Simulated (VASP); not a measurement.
# C in VASP: single point with PBEsol+D3(BJ)

Aim: the single point of C with PBEsol+D3(BJ).

Everything below comes from runs of VASP 6.6.1. Logs are shortened: lines on timing, memory, paths and dates and some standing lists are left out, and cuts for length are marked.

**1. The cell of the first run**

The cell holds a slab with vacuum, 4 atoms: a = 2.385 Å, b = 2.385 Å, c = 23.359 Å, α = 90.00°, β = 90.00°, γ = 120.00°.

**2. Single point, PBEsol+D3(BJ)**

File INCAR:

```
SYSTEM = C
PREC = Accurate
ENCUT = 520
EDIFF = 1E-6
ISMEAR = 0
SIGMA = 0.15
LREAL = .FALSE.
LASPH = .TRUE.
NELM = 60
ALGO = Normal
ISIF = 2
LWAVE = .FALSE.
LCHARG = .FALSE.
GGA = PS
IVDW = 12
NBANDS = 16
```

File KPOINTS:

```
Automatic mesh
0
G
  18 18 2
  0 0 0
```

File POSCAR:

```
C
1.0
    2.3846000000      0.0000000000      0.0000000000
   -1.1923000000      2.0651241779      0.0000000000
    0.0000000000      0.0000000000     23.3593000000
C
4
Direct
    0.0000000000      0.0000000000      0.5692472725
    0.0000000000      0.0000000000      0.4307527275
    0.3333333333      0.6666666667      0.4307319445
    0.6666666667      0.3333333333      0.5692680555
```

Potentials or basis: VASP PAW PBE potentials, release 64 (C).

The run is started by

```
$ cat potpaw_PBE.64/C/POTCAR > POTCAR
$ mpirun -np 1 vasp_std > vasp.out
```

OUTCAR:

```text
SYSTEM = C
   PREC = Accurate
   ENCUT = 520
   EDIFF = 1E-6
   ISMEAR = 0
   LREAL = .FALSE.
   LASPH = .TRUE.
   NELM = 60
   ISIF = 2
   GGA = PS
   IVDW = 12
 IVDW          = 12

 ion  position               nearest neighbor table
   1  0.000  0.000  0.569-   4 1.38   4 1.38   4 1.38
   2  0.000  0.000  0.431-   3 1.38   3 1.38   3 1.38
   3  0.333  0.667  0.431-   2 1.38   2 1.38   2 1.38
   4  0.667  0.333  0.569-   1 1.38   1 1.38   1 1.38

  LATTYP: Found a hexagonal cell.
 ALAT       =     2.3846000000
 C/A-ratio  =     9.7958986832

  Lattice vectors:

 A1 = (   2.3846000000,   0.0000000000,   0.0000000000)
 A2 = (  -1.1923000000,   2.0651241779,   0.0000000000)
 A3 = (   0.0000000000,   0.0000000000,  23.3593000000)

Analysis of symmetry for initial positions (statically):
=====================================================================
 Subroutine PRICEL returns:
 Original cell was already a primitive cell.

 Routine SETGRP: Setting up the symmetry group for a
 hexagonal supercell.

 Subroutine GETGRP returns: Found 12 space group operations
 (whereof 12 operations were pure point group operations)
 out of a pool of 24 trial point group operations.

The static configuration has the point symmetry D_3d.

Analysis of symmetry for dynamics (positions and initial velocities):
=====================================================================
 Subroutine PRICEL returns:
 Original cell was already a primitive cell.

 Routine SETGRP: Setting up the symmetry group for a
 hexagonal supercell.

 Subroutine GETGRP returns: Found 12 space group operations
 (whereof 12 operations were pure point group operations)
 out of a pool of 24 trial point group operations.

The dynamic configuration has the point symmetry D_3d.

 Subroutine INISYM returns: Found 12 space group operations
 (whereof 12 operations are pure point group operations),
 and found     1 'primitive' translations

----------------------------------------------------------------------------------------

                                     Primitive cell

  volume of cell :     115.0328

  direct lattice vectors                    reciprocal lattice vectors
     2.384600000  0.000000000  0.000000000     0.419357544  0.242116191  0.000000000
    -1.192300000  2.065124178  0.000000000     0.000000000  0.484232382  0.000000000
     0.000000000  0.000000000 23.359300000     0.000000000  0.000000000  0.042809502

  length of vectors
     2.384600000  2.384600000 23.359300000     0.484232382  0.484232382  0.042809502

  position of ions in fractional coordinates (direct lattice)
     0.000000000  0.000000000  0.569247273
     0.000000000  0.000000000  0.430752727
     0.333333333  0.666666667  0.430731945
     0.666666667  0.333333333  0.569268055

  ion indices of the primitive-cell ions
   primitive index   ion index
                 1           1
                 2           2
                 3           3
                 4           4

----------------------------------------------------------------------------------------

 KPOINTS: Automatic mesh

Automatic generation of k-mesh.
 Grid dimensions read from file:
 generate k-points for:   18   18    2

 Generating k-lattice:

  Cartesian coordinates                     Fractional coordinates (reciprocal lattice)
     0.023297641  0.013450900  0.000000000     0.055555556  0.000000000  0.000000000
     0.000000000  0.026901799  0.000000000     0.000000000  0.055555556  0.000000000
     0.000000000  0.000000000  0.021404751     0.000000000  0.000000000  0.500000000

  Length of vectors
     0.026901799  0.026901799  0.021404751

  Shift w.r.t. Gamma in fractional coordinates (k-lattice)
     0.000000000  0.000000000  0.000000000

 Subroutine IBZKPT returns following result:
 ===========================================

 Found     74 irreducible k-points:

 Following reciprocal coordinates:
            Coordinates               Weight
  0.000000  0.000000  0.000000      1.000000
  0.055556  0.000000  0.000000      6.000000
  0.111111  0.000000  0.000000      6.000000
  0.166667  0.000000  0.000000      6.000000
  0.222222  0.000000  0.000000      6.000000
  0.277778  0.000000  0.000000      6.000000
[... 16 lines left out ...]
  0.333333  0.111111  0.000000     12.000000
  0.388889  0.111111  0.000000     12.000000
 [... further k-points ...]
   k-points           NKPTS =     74   k-points in BZ     NKDIM =     74   number of bands    NBANDS=     16
   number of dos      NEDOS =    301   number of ions     NIONS =      4
   total plane-waves  NPLWV =  58320
   dimension x,y,z NGX =    18 NGY =   18 NGZ =  180
   dimension x,y,z NGXF=    36 NGYF=   36 NGZF=  360
   ions per type =               4
   NGX,Y,Z   is equivalent  to a cutoff of  12.55, 12.55, 12.81 a.u.
   NGXF,Y,Z  is equivalent  to a cutoff of  25.10, 25.10, 25.62 a.u.
 SYSTEM =  C
   PREC   = accura    normal or accurate (medium, high low for compatibility)
   ISTART =      0    job   : 0-new  1-cont  2-samecut
   ICHARG =      2    charge: 1-file 2-atom 10-const
   ISPIN  =      1    spin polarized calculation?
   LNONCOLLINEAR =      F non collinear calculations
   LSORBIT =      F    spin-orbit coupling
   LASPH  =      T    aspherical Exc in radial PAW
   ENCUT  =  520.0 eV  38.22 Ry    6.18 a.u.   4.43  4.43 43.43*2*pi/ulx,y,z
   NELM   =     60;   NELMIN=  2; NELMDL= -5     # of ELM steps
   EDIFF  = 0.1E-05   stopping-criterion for ELM
   LREAL  =      F    real-space projection
   EDIFFG = 0.1E-04   stopping-criterion for IOM
   NSW    =      0    number of steps for IOM
   IBRION =     -1    ionic relax: 0-MD 1-quasi-New 2-CG
   NFREE  =      0    steps in history (QN), initial steepest desc. (CG)
   ISIF   =      2    stress and relaxation
   ISYM   =      2    0-nonsym 1-usesym 2-fastsym
   POTIM  = 0.5000    time-step for ionic-motion
   TEBEG  =    0.0;   TEEND  =   0.0 temperature during run
   PSTRESS=    0.0 pullay stress
   NELECT =      16.0000    total number of electrons
   NUPDOWN=      -1.0000    fix difference up-down
   EMIN   =  10.00;   EMAX   =-10.00  energy-range for DOS
   EFERMI =   0.00;   METHOD = LEGACY
   ISMEAR =     0;   SIGMA  =   0.15  broadening in eV -4-tet -1-fermi 0-gaus
   EFERMI_NEDOS =   21; number of points for ismear=-14 and -15
   IALGO  =     38    algorithm
   IMIX   =      4    mixing-type and parameters
     AMIX     =   0.40;   BMIX     =  1.00
     AMIX_MAG =   1.60;   BMIX_MAG =  1.00
  volume/ion in A,a.u.               =      28.76       194.07
  Fermi-wavevector in a.u.,A,eV,Ry     =   0.848218  1.602900  9.789042  0.719474
  Thomas-Fermi vector in A             =   1.963847
   LORBIT       =      0    0 simple, 1 ext, 2 COOP (PROOUT), +10 PAW based schemes
   GGA     = PS    functional components
   LHFCALC =     F    Hartree Fock is set to
   AEXX    =    0.0000 exact exchange contribution
   IVDW    =    12    specifies the selected vdW correction
   LEPSILON=     F    determine dielectric tensor
   LRPA    =     F    only Hartree local field effects (RPA)
 non-spin polarized calculation
 Gauss-broadening in eV      SIGMA  =   0.15
  energy-cutoff  :      520.00
  volume of cell :      115.03
 maximum number of plane-waves:      3163
 NGX is ok and might be reduce to    18
   NGX =  9   NGY =  9   NGZ = 87

 number of electron      16.0000005 magnetization

 Free energy of the ion-electron system (eV)
  ---------------------------------------------------
  ext. energy  EPLUGINS =         0.00000000
  ---------------------------------------------------
  free energy    TOTEN  =       -38.27492170 eV

  energy without entropy =      -38.27387618  energy(sigma->0) =      -38.27439894

 E-fermi :  -1.4041     XC(G=0):  -3.4208

 val. band max:       -1.4040846984   @ k =   0.3333   0.3333   0.0000
 cond. band min:      -0.9801360957   @ k =   0.3333   0.3333   0.5000
 fundamental gap:      0.4239486027
 Fermi energy:        -1.4040806163

 k-point     1 :       0.0000    0.0000    0.0000
  band No.  band energies     occupation
      1     -21.7800      2.00000
      2     -21.5846      2.00000
      3     -10.3028      2.00000
      4      -9.1457      2.00000
      5      -4.3296      2.00000
      6      -4.3296      2.00000
[... 8 lines left out ...]
     15       5.5068      0.00000
     16       7.4879      0.00000

 k-point     2 :       0.0556    0.0000    0.0000
  band No.  band energies     occupation
      1     -21.7022      2.00000
      2     -21.5077      2.00000
      3     -10.2068      2.00000
      4      -9.0526      2.00000
      5      -4.6419      2.00000
      6      -4.6258      2.00000
[... 8 lines left out ...]
     15       5.6056      0.00000
     16       7.5743      0.00000

 k-point     3 :       0.1111    0.0000    0.0000
  band No.  band energies     occupation
      1     -21.4691      2.00000
      2     -21.2773      2.00000
      3      -9.9195      2.00000
      4      -8.7745      2.00000
      5      -5.5014      2.00000
      6      -5.4745      2.00000
[... 8 lines left out ...]
     15       5.9019      0.00000
     16       7.6639      0.00000

 k-point     4 :       0.1667    0.0000    0.0000
  band No.  band energies     occupation
      1     -21.0818      2.00000
      2     -20.8943      2.00000
      3      -9.4439      2.00000
      4      -8.3150      2.00000
      5      -6.7404      2.00000
      6      -6.6999      2.00000
[... 8 lines left out ...]
     15       6.4234      0.00000
     16       7.6488      0.00000

 k-point     5 :       0.2222    0.0000    0.0000
  band No.  band energies     occupation
      1     -20.5420      2.00000
      2     -20.3607      2.00000
      3      -8.7854      2.00000
      4      -8.1955      2.00000
      5      -8.1408      2.00000
      6      -7.6808      2.00000
[... 8 lines left out ...]
     15       7.0896      0.00000
     16       7.2678      0.00000

 k-point     6 :       0.2778    0.0000    0.0000
  band No.  band energies     occupation
      1     -19.8526      2.00000
      2     -19.6790      2.00000
      3      -9.7463      2.00000
      4      -9.6759      2.00000
      5      -7.9539      2.00000
      6      -6.8864      2.00000
[... 8 lines left out ...]
     15       6.5742      0.00000
     16       7.3427      0.00000
[... 267 lines left out ...]
 k-point    21 :       0.2222    0.1111    0.0000
  band No.  band energies     occupation
      1     -19.6248      2.00000
      2     -19.4539      2.00000
      3      -9.7127      2.00000
      4      -9.6502      2.00000
      5      -7.7555      2.00000
      6      -7.7167      2.00000
[... 8 lines left out ...]
     15       6.8854      0.00000
     16       8.2280      0.00000

 k-point    22 :       0.2778    0.1111    0.0000
  band No.  band energies     occupation
      1     -18.7933      2.00000
      2     -18.6317      2.00000
      3     -11.1965      2.00000
      4     -11.1161      2.00000
      5      -8.3026      2.00000
      6      -8.2583      2.00000
[... 8 lines left out ...]
     15       7.9788      0.00000
     16       8.4215      0.00000

 k-point    23 :       0.3333    0.1111    0.0000
  band No.  band energies     occupation
      1     -17.8249      2.00000
      2     -17.6740      2.00000
      3     -12.6727      2.00000
      4     -12.5766      2.00000
      5      -8.6989      2.00000
      6      -8.6518      2.00000
[... 8 lines left out ...]
     15       8.5364      0.00000
     16       9.1377      0.00000

 k-point    24 :       0.3889    0.1111    0.0000
  band No.  band energies     occupation
      1     -16.7363      2.00000
      2     -16.5990      2.00000
      3     -14.0784      2.00000
      4     -13.9702      2.00000
      5      -8.9393      2.00000
      6      -8.8908      2.00000
[... 8 lines left out ...]
     15       9.9832      0.00000
     16      10.7044      0.00000

 [... further k-points ...]

------------------------ aborting loop because EDIFF is reached ----------------------------------------

 Edisp (eV)   -0.30384

 E8    (eV) :    -0.1543

  FORCE on cell =-STRESS in cart. coord.  units (eV):
  Direction    XX          YY          ZZ          XY          YZ          ZX
  --------------------------------------------------------------------------------------
  -------------------------------------------------------------------------------------
  Total       9.60509     9.60509     0.08462     0.00000     0.00000     0.00000
  in kB     133.77980   133.77980     1.17858     0.00000     0.00000     0.00000
  external pressure =       89.58 kB  Pullay stress =        0.00 kB

 VOLUME and BASIS-vectors are now :
 -----------------------------------------------------------------------------
  energy-cutoff  :      520.00
  volume of cell :      115.03
      direct lattice vectors                 reciprocal lattice vectors
     2.384600000  0.000000000  0.000000000     0.419357544  0.242116191  0.000000000
    -1.192300000  2.065124178  0.000000000     0.000000000  0.484232382  0.000000000
     0.000000000  0.000000000 23.359300000     0.000000000  0.000000000  0.042809502

 POSITION                                       TOTAL-FORCE (eV/Angst)
 -----------------------------------------------------------------------------------
      0.00000      0.00000     13.29722         0.000000      0.000000      0.014341
      0.00000      0.00000     10.06208        -0.000000      0.000000     -0.014341
     -0.00000      1.37675     10.06160         0.000000      0.000000     -0.019341
      1.19230      0.68837     13.29770        -0.000000      0.000000      0.019341
 -----------------------------------------------------------------------------------
    total drift:                               -0.000000      0.000000      0.000000

  FREE ENERGIE OF THE ION-ELECTRON SYSTEM (eV)
  ---------------------------------------------------
  free  energy   TOTEN  =       -38.5787585049 eV

  energy  without entropy=      -38.5777129884  energy(sigma->0) =      -38.57823575
```

Wall time 1.9 min (1 thread of Intel Xeon Platinum 8375C at 2.90GHz (Ice Lake), shared host); peak memory 0.28 GiB.

What came out:

- Free energy: -38.5788 eV
- Largest force: 0.019 eV/Å
- Band gap on the k mesh: zero (filled and empty bands touch)
- Dispersion energy per atom: -0.076 eV

Forces in eV/Å, atoms in the order of the input:
```
C    0.000  0.000  0.014
C    0.000  0.000 -0.014
C    0.000  0.000 -0.019
C    0.000  0.000  0.019
```

Levels at points of the mesh, in eV from the Fermi level:
```tsv
k point	band 5	band 6	band 7	band 8	band 9	band 10	band 11	band 12
(0.00, 0.00, 0.00)	-2.93	-2.93	-2.91	-2.91	3.26	3.67	4.14	4.96
(0.50, 0.00, 0.00)	-6.66	-6.63	-2.80	-2.37	1.52	1.96	8.25	8.51
(0.00, 0.00, 0.50)	-2.93	-2.93	-2.91	-2.91	3.26	3.65	4.23	4.73
(0.50, 0.00, 0.50)	-6.66	-6.63	-2.80	-2.37	1.52	1.96	8.25	8.51
```

Caveat: the PAW data sets were made with another functional, which shifts forces and pressure a little.
